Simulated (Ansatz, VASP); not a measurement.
**Two plane-wave programs on BN**

```xyz
4
Lattice="2.5040 0.0000 0.0000 -1.2520 2.1685 0.0000 0.0000 0.0000 6.6612" Properties=species:S:1:pos:R:3 pbc="T T T"
B     0.0000    1.4457    1.6653
B     1.2520    0.7228    4.9959
N    -0.3789    1.2269    4.9959
N     0.8731    0.5041    1.6653
```

Change from the starting cell: all N atoms moved +0.438 Å, as atom 3 towards its neighbour atom 2 (B) at 1.446 Å.

Alike in both runs: task single point; functional r2SCAN; k mesh 12 × 12 × 4; occupations gaussian, width 0.05 eV; no spin polarisation.

```csv
,VASP,Ansatz
version,VASP 6.6.1,Ansatz 0.2.0
potentials or method,"VASP PAW PBE potentials, release 64 (B, N), cutoff 520 eV","scalar-relativistic, plane waves, PAW"
valence electrons in the cell,16,16
```

VASP gave:

| Quantity | Value |
| --- | --- |
| gap on the k mesh at the Fermi level (eV) | 2.17 |
| least direct gap on the mesh (eV) | 3.65 |
| rms of the force components (eV/Å) | 20.481 |

Question: Which values does Ansatz return?

Answer: gap on the k mesh at the Fermi level (eV): 2.13; least direct gap on the mesh (eV): 3.66; rms of the force components (eV/Å): 19.815.

VASP's potentials were made for PBE, not for r2SCAN. Atom by atom the forces differ by 0.676 eV/Å (rms over components). With one functional, cell and mesh, what is left measures potentials, basis and numerics.
